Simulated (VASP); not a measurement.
## CdS (Hawleyite): single point with PBE

Crystal: CdS (Hawleyite).

```xyz
2
Lattice="0.0000 2.9165 2.9165 2.9165 0.0000 2.9165 2.9165 2.9165 0.0000" Properties=species:S:1:pos:R:3 pbc="T T T"
Cd    0.0000    0.0000    0.0000
S     4.3748    4.3748    4.3748
```

```json
{"Program": "VASP 6.6.1", "Task": "single point", "Functional": "PBE", "Potentials or basis": "VASP PAW PBE potentials, release 64 (Cd, S)", "Cutoff": "500 eV", "k mesh": "8 × 8 × 8", "Occupations": "fermi-dirac, width 0.02 eV", "Spin": "no spin polarisation"}
```

```
Pressure               : 3.2 GPa
Band gap on the k mesh : 1.15 eV, direct
```

Levels at points of the mesh, in eV from the valence-band top:
```
           k point  band 6  band 7  band 8  band 9  band 10  band 11  band 12  band 13
(0.00, 0.00, 0.00)   -7.25    0.00    0.00    0.00     1.15     6.55     6.55     6.55
(0.50, 0.00, 0.00)   -6.87   -4.40   -0.75   -0.75     3.02     7.01     7.01     7.48
(0.50, 0.50, 0.00)   -6.80   -3.95   -1.88   -1.88     3.55     4.35     9.23    10.78
```

Run time: 23 s on 1 thread of AMD EPYC 7R43 64-Core Processor (Zen 3) (shared host), peak memory 0.14 GiB.

Expect the measured gap to be larger: semilocal functionals such as PBE lack the derivative discontinuity.
